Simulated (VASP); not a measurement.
Write the native input for VASP 6.6.1 that does the following.

```
Task                   : electric field gradients
Functional             : LDA
Potentials or basis    : VASP PAW LDA potentials, release 64 (Hf_pv, N)
Cutoff                 : 520 eV
k mesh                 : 11 × 11 × 11
Occupations            : fermi-dirac, width 0.03 eV
Spin                   : no spin polarisation
Dipole correction      : no
Further INCAR settings : ALGO = Normal; EDIFF = 1e-08; NBANDS = 14
```

The structure of HfN lies in POSCAR:

```
HfN
1.0
    0.0000000000      2.1781440517      2.1781440517
    2.1781440517      0.0000000000      2.1781440517
    2.1781440517      2.1781440517      0.0000000000
Hf N
1 1
Direct
    0.0000000000      0.0000000000      0.0000000000
    0.5000000000      0.5000000000      0.5000000000
```

This cell differs from its parent crystal: volume scaled by 0.9.

The input as run:

INCAR

```
SYSTEM = HfN
  ALGO = Normal
  EDIFF = 1E-8
  ENCUT = 520
  GGA = CA
  ISIF = 2
  ISMEAR = -1
  LASPH = .TRUE.
  LCHARG = .FALSE.
  LEFG = .TRUE.
  LREAL = .FALSE.
  LWAVE = .FALSE.
  NBANDS = 14
  NELM = 60
  PREC = Accurate
  SIGMA = 0.03
```

KPOINTS

```
k-points
0
G
  11 11 11
  0 0 0
```

Potentials or basis: VASP PAW LDA potentials, release 64 (Hf_pv, N).

Command:

```sh
$ cat potpaw_LDA.64/Hf_pv/POTCAR potpaw_LDA.64/N/POTCAR > POTCAR
$ mpirun -np 1 vasp_std > vasp.out
```

Results of the run:

The pressure is 26.0 GPa.

Caveat: without QUAD_EFG the Cq values of the log hold for a quadrupole moment of 1 mb, not for the nuclei.

It took 8.6 s on 1 thread of Intel Xeon 6975P-C, with other jobs on the host, peak memory 0.14 GiB.
